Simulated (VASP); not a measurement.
# GdN (Fm-3m) in VASP: a series of runs, part 2 of 2

VASP 6.6.1. The steps go on from the part before.

## Step 3: Single point, PBE+U, collinear spin (15.33 Å³/atom)

This run uses another cell than the first one, of 15.33 Å³/atom.

Input file INCAR:

```
SYSTEM = GdN
PREC = Accurate
ENCUT = 520
EDIFF = 1E-6
ISMEAR = 0
SIGMA = 0.05
LREAL = .False.
LASPH = .True.
NELM = 150
ALGO = Normal
ISIF = 2
LWAVE = .False.
LCHARG = .True.
ISPIN = 2
MAGMOM = 7.62 -0.16
LORBIT = 11
LMAXMIX = 6
LDAU = .True.
LDAUTYPE = 2
LDAUL = 3 -1
LDAUU = 6 0
LDAUJ = 0 0
LDAUPRINT = 1
GGA = PE
LELF = .True.
LVHAR = .True.
NBANDS = 22
```

Input file KPOINTS:

```
regular mesh
0
Gamma
  10 10 10
  0 0 0
```

Input file POSCAR:

```
GdN
1.0
    0.0000000000      2.4842286553      2.4842286553
    2.4842286553      0.0000000000      2.4842286553
    2.4842286553      2.4842286553      0.0000000000
Gd N
1 1
Direct
    0.0000000000      0.0000000000      0.0000000000
    0.5000000000      0.5000000000      0.5000000000
```

Potentials or basis: VASP PAW PBE potentials, release 64 (Gd, N).

Started as:

```bash
$ cat potpaw_PBE.64/Gd/POTCAR potpaw_PBE.64/N/POTCAR > POTCAR
$ mpirun -np 1 vasp_std > vasp.out
```

OUTCAR:

```text
SYSTEM = GdN
   PREC = Accurate
   ENCUT = 520
   EDIFF = 1E-6
   ISMEAR = 0
   LREAL = .False.
   LASPH = .True.
   NELM = 150
   ISIF = 2
   ISPIN = 2
   LORBIT = 11
   GGA = PE

 ion  position               nearest neighbor table
   1  0.000  0.000  0.000-   2 2.48   2 2.48   2 2.48   2 2.48   2 2.48   2 2.48
   2  0.500  0.500  0.500-   1 2.48   1 2.48   1 2.48   1 2.48   1 2.48   1 2.48

  LATTYP: Found a face centered cubic cell.
 ALAT       =     4.9684573106

  Lattice vectors:

 A1 = (   0.0000000000,   2.4842286553,   2.4842286553)
 A2 = (   2.4842286553,   0.0000000000,   2.4842286553)
 A3 = (   2.4842286553,   2.4842286553,   0.0000000000)

Analysis of symmetry for initial positions (statically):
=====================================================================
 Subroutine PRICEL returns:
 Original cell was already a primitive cell.

 Routine SETGRP: Setting up the symmetry group for a
 face centered cubic supercell.

 Subroutine GETGRP returns: Found 48 space group operations
 (whereof 48 operations were pure point group operations)
 out of a pool of 48 trial point group operations.

The static configuration has the point symmetry O_h .

Analysis of symmetry for dynamics (positions and initial velocities):
=====================================================================
 Subroutine PRICEL returns:
 Original cell was already a primitive cell.

 Routine SETGRP: Setting up the symmetry group for a
 face centered cubic supercell.

 Subroutine GETGRP returns: Found 48 space group operations
 (whereof 48 operations were pure point group operations)
 out of a pool of 48 trial point group operations.
[... 195 lines left out ...]
  o =  0.9927  v = -0.0000  0.0000  0.0000  0.0217 -0.6122  0.0000  0.7904  0.0000  0.0000  0.0000  0.0000  0.0000  0.0000  0.0000      0.0000  0.0000  0.0000  0.0000  0.0000  0.0000  0.0000  0.0000  0.0000  0.0000  0.0000  0.0000  0.0000  0.0000
  o =  0.9927  v =  0.7906 -0.0000  0.6124 -0.0000 -0.0000 -0.0000  0.0000  0.0000  0.0000  0.0000  0.0000  0.0000  0.0000  0.0000      0.0000  0.0000  0.0000  0.0000  0.0000  0.0000  0.0000  0.0000  0.0000  0.0000  0.0000  0.0000  0.0000  0.0000
  o =  0.9927  v =  0.0000  0.0000 -0.0000 -0.9998 -0.0133 -0.0000  0.0172  0.0000  0.0000  0.0000  0.0000  0.0000  0.0000  0.0000      0.0000  0.0000  0.0000  0.0000  0.0000  0.0000  0.0000  0.0000  0.0000  0.0000  0.0000  0.0000  0.0000  0.0000

 number of electron      23.0000006 magnetization       6.9999516

 Free energy of the ion-electron system (eV)
  ---------------------------------------------------
  ext. energy  EPLUGINS =         0.00000000
  ---------------------------------------------------
  free energy    TOTEN  =       -22.80463463 eV

  energy without entropy =      -22.80446499  energy(sigma->0) =      -22.80454981

 E-fermi :   3.8208     XC(G=0): -11.6344

 val. band max:        3.8207808939   @ k =   0.1000   0.1000   0.0000
 cond. band min:       4.0642848176   @ k =   0.0000   0.0000   0.0000
 fundamental gap:      0.2435039237
 Fermi energy:         3.8208024130

 spin component 1

 k-point     1 :       0.0000    0.0000    0.0000
  band No.  band energies     occupation
      1     -39.7960      1.00000
      2     -16.7750      1.00000
      3     -16.7750      1.00000
      4     -16.7750      1.00000
      5      -9.0264      1.00000
      6      -2.3784      1.00000
[... 1193 lines left out ...]
     21      14.8323      0.00000
     22      18.4044      0.00000

 [... further k-points ...]
[... 5 lines left out ...]
  --------------------------------------------------------------------------------------
  -------------------------------------------------------------------------------------
  Total        0.6713802      0.6713802      0.6713802      0.0000000      0.0000000      0.0000000
  in kB       35.0811969     35.0811969     35.0811969      0.0000000      0.0000000      0.0000000
  external PRESSURE =      35.0811969 kB  Pullay stress =       0.0000000 kB

 VOLUME and BASIS-vectors are now :
 -----------------------------------------------------------------------------
  energy-cutoff  :      520.00
  volume of cell :       30.66
      direct lattice vectors                 reciprocal lattice vectors
     0.000000000  2.484228655  2.484228655    -0.201269718  0.201269718  0.201269718
     2.484228655  0.000000000  2.484228655     0.201269718 -0.201269718  0.201269718
     2.484228655  2.484228655  0.000000000     0.201269718  0.201269718 -0.201269718

 POSITION                                       TOTAL-FORCE (eV/Angst)
 -----------------------------------------------------------------------------------
      0.00000      0.00000      0.00000        -0.000000      0.000000      0.000000
      2.48423      2.48423      2.48423         0.000000      0.000000     -0.000000
 -----------------------------------------------------------------------------------
    total drift:                                0.000000      0.000000      0.000000

  FREE ENERGIE OF THE ION-ELECTRON SYSTEM (eV)
  ---------------------------------------------------
  free  energy   TOTEN  =       -22.8046346310 eV

  energy  without entropy=      -22.8044649924  energy(sigma->0) =      -22.80454981

 total charge

# of ion       s       p       d       f       tot
--------------------------------------------------
    1        2.036   5.671   0.550   6.973  15.230
    2        1.249   2.395   0.000   0.000   3.644
--------------------------------------------------
tot          3.285   8.066   0.550   6.973  18.874

 magnetization (x)

# of ion       s       p       d       f       tot
--------------------------------------------------
    1       -0.006  -0.086   0.072   6.891   6.871
    2       -0.009  -0.106   0.000   0.000  -0.115
--------------------------------------------------
tot         -0.015  -0.192   0.072   6.891   6.756
```

OSZICAR:

```text
N       E                     dE             d eps       ncg     rms          rms(c)
DAV:   1     0.140995210423E+03    0.14100E+03   -0.82512E+03  5654   0.554E+03
DAV:   2    -0.576547191998E+00   -0.14157E+03   -0.12028E+03  5708   0.490E+02
DAV:   3    -0.183828973636E+02   -0.17806E+02   -0.17426E+02  6098   0.121E+02
DAV:   4    -0.204129460628E+02   -0.20300E+01   -0.20162E+01  7762   0.281E+01
DAV:   5    -0.204797712077E+02   -0.66825E-01   -0.66761E-01  6368   0.658E+00    0.409E+01
DAV:   6    -0.230857027411E+02   -0.26059E+01   -0.29144E+01  6210   0.187E+02    0.100E+02
DAV:   7    -0.230203347743E+02    0.65368E-01   -0.28892E+00  6432   0.193E+01    0.796E+01
DAV:   8    -0.227889891511E+02    0.23135E+00   -0.33683E-01  7366   0.132E+01    0.555E+01
DAV:   9    -0.227859078870E+02    0.30813E-02   -0.50398E-01  6406   0.196E+01    0.183E+01
DAV:  10    -0.228028832814E+02   -0.16975E-01   -0.18974E-01  7334   0.737E+00    0.114E+01
DAV:  11    -0.228039378267E+02   -0.10545E-02   -0.17182E-02  7300   0.156E+00    0.622E+00
DAV:  12    -0.228045153899E+02   -0.57756E-03   -0.39829E-03  5974   0.199E+00    0.208E+00
DAV:  13    -0.228046704551E+02   -0.15507E-03   -0.14943E-03  6538   0.787E-01    0.527E-01
DAV:  14    -0.228046481833E+02    0.22272E-04   -0.20234E-04  7512   0.308E-01    0.228E-01
DAV:  15    -0.228046326176E+02    0.15566E-04   -0.23653E-05  6920   0.648E-02    0.138E-01
DAV:  16    -0.228046343389E+02   -0.17213E-05   -0.84419E-06  6700   0.374E-02    0.111E-01
DAV:  17    -0.228046346310E+02   -0.29210E-06   -0.10536E-06  4242   0.348E-02
   1 F= -.22804635E+02 E0= -.22804550E+02  d E =-.169639E-03  mag=     7.0000
```

stdout:

```text
POSCAR found type information on POSCAR GdN
 POSCAR found :  2 types and       2 ions
 scaLAPACK will be used
 LDA part: xc-table for (Slater+PW92), standard interpolation
 POSCAR, INCAR and KPOINTS ok, starting setup
 FFT: planning ... GRIDC
 FFT: planning ... GRID_SOFT
 FFT: planning ... GRID
 WAVECAR not read
 entering main loop
```

Wall time 3.3 min (1 thread of Intel Xeon 8259CL, shared host); peak memory 0.22 GiB.

Results:

| Property | Result |
| --- | --- |
| Free energy | -22.8046 eV |
| Pressure | 3.5 GPa |
| Band gap on the k mesh | zero (filled and empty bands overlap) |
| Net moment | 7.00 μB per cell |
| Site moments | Gd +6.87; N -0.12 μB |
| Valence electrons inside the program's atomic spheres | Gd 15.23; N 3.64 |

Eigenvalues of the final occupation matrices:
```tsv
site	spin	trace	eigenvalues
site 1 f	1	6.94	0.99 0.99 0.99 0.99 0.99 0.99 0.99
site 1 f	2	0.04	0.00 0.00 0.00 0.00 0.01 0.01 0.01
```

Caveat: the cell stands under pressure; spin-orbit coupling is left out, which moves the levels of the heavy elements; a cell with one magnetic atom can't hold antiferromagnetic order, which such compounds often take.

## Step 4: Single point, PBE+U, collinear spin (15.68 Å³/atom)

This run uses another cell than the first one, of 15.68 Å³/atom.

Input file INCAR:

```
SYSTEM = GdN
ALGO     = Normal         ! electronic algorithm
EDIFF    = 1E-7           ! SCF threshold, eV
ENCUT    = 520            ! plane-wave cutoff, eV
GGA      = PE             ! functional
ISIF     = 2              ! what is computed and relaxed
ISMEAR   = 0              ! smearing method
ISPIN    = 2              ! spin polarisation
LASPH    = .True.         ! aspherical terms in the spheres
LCHARG   = .False.        ! write CHGCAR
LDAU     = .True.         ! DFT+U
LDAUJ    = 0 0          
LDAUL    = 3 -1           ! shell
LDAUPRINT= 1            
LDAUTYPE = 2            
LDAUU    = 6 0            ! U, eV
LMAXMIX  = 6              ! l up to which the mixer works
LORBIT   = 11             ! projections on sites
LREAL    = .False.        ! projectors in reciprocal space
LWAVE    = .False.        ! write WAVECAR
MAGMOM   = 7.63 -0.16     ! initial moments
NBANDS   = 22             ! bands
NELM     = 150            ! most SCF steps
PREC     = Accurate       ! precision mode
SIGMA    = 0.05           ! smearing width, eV
```

Input file KPOINTS:

```
k-points
0
Gamma
  10 10 10
  0 0 0
```

Input file POSCAR:

```
GdN
1.0
    0.0000000000      2.5028282330      2.5028282330
    2.5028282330      0.0000000000      2.5028282330
    2.5028282330      2.5028282330      0.0000000000
Gd N
1 1
Direct
    0.0000000000      0.0000000000      0.0000000000
    0.5000000000      0.5000000000      0.5000000000
```

Started as:

```bash
$ cat potpaw_PBE.64/Gd/POTCAR potpaw_PBE.64/N/POTCAR > POTCAR
$ mpirun -np 1 vasp_std > vasp.out
```

Run time: 3.9 min. Hardware: 1 thread of Intel Xeon 8259CL, shared host; peak memory 0.22 GiB.

The run converged. Its results:

| Item | Value |
| --- | --- |
| Free energy | -22.8126 eV |
| Pressure | 0.0 GPa |
| Band gap on the k mesh | zero (filled and empty bands overlap) |
| Net moment | 7.00 μB per cell |
| Site moments | Gd +6.87; N -0.11 μB |
| Valence electrons inside the program's atomic spheres | Gd 15.21; N 3.63 |

Levels at points of the mesh, in eV from the Fermi level:
Spin up:
```tsv
k point	band 12	band 13	band 14	band 15	band 16	band 17	band 18	band 19
(0.00, 0.00, 0.00)	-6.06	0.24	0.24	0.24	2.65	2.65	2.65	3.32
(0.50, 0.00, 0.00)	-6.03	-4.14	-2.32	-2.32	5.25	5.96	5.96	6.62
(0.50, 0.50, 0.00)	-6.10	-1.26	-0.27	-0.15	-0.15	6.57	6.60	7.63
```
Spin down:
```csv
k point,band 4,band 5,band 6,band 7,band 8,band 9,band 10,band 11,band 12,band 13
"(0.00, 0.00, 0.00)",-18.42,-12.83,-0.33,-0.33,-0.33,3.46,3.46,3.46,3.82,4.53
"(0.50, 0.00, 0.00)",-18.53,-10.94,-3.89,-2.24,-2.24,4.50,4.87,4.87,5.17,5.17
"(0.50, 0.50, 0.00)",-18.83,-12.53,-0.97,-0.42,-0.42,0.39,4.94,4.97,5.08,5.08
```

Eigenvalues of the final occupation matrices:
| site | spin | trace | eigenvalues |
| --- | --- | --- | --- |
| site 1 f | 1 | 6.94 | 0.99 0.99 0.99 0.99 0.99 0.99 0.99 |
| site 1 f | 2 | 0.04 | 0.00 0.00 0.00 0.00 0.01 0.01 0.01 |

Caveat: spin-orbit coupling is left out, which moves the levels of the heavy elements; a cell with one magnetic atom can't hold antiferromagnetic order, which such compounds often take.

## Step 5: Overview

| cell | gap on the mesh (eV) | pressure (GPa) | moment (μB) |
| --- | --- | --- | --- |
| a = 3.489 Å, angles 60.0°, 2 atoms | none | 7.0 | 7.00 |
| a = 3.513 Å, angles 60.0°, 2 atoms | none | 3.5 | 7.00 |
| a = 3.540 Å, angles 60.0°, 2 atoms | none | 0.0 | 7.00 |

Alike in all rows: task single point; level PBE+U; potentials or basis VASP PAW PBE potentials, release 64 (Gd, N); spin collinear; Gd f U = 6.0 eV; k mesh 10 × 10 × 10; cutoff (eV) 520; smearing gaussian 0.05 eV.

Caveats: spin-orbit coupling is left out, which moves the levels of the heavy elements; a cell with one magnetic atom can't hold antiferromagnetic order, which such compounds often take; the cell stands under pressure (at least some runs).

Total energies depend on the potentials used, so only differences within one code and one set of settings carry meaning.

The gap in the log of VASP goes by the Fermi energy; the results here count the filled bands.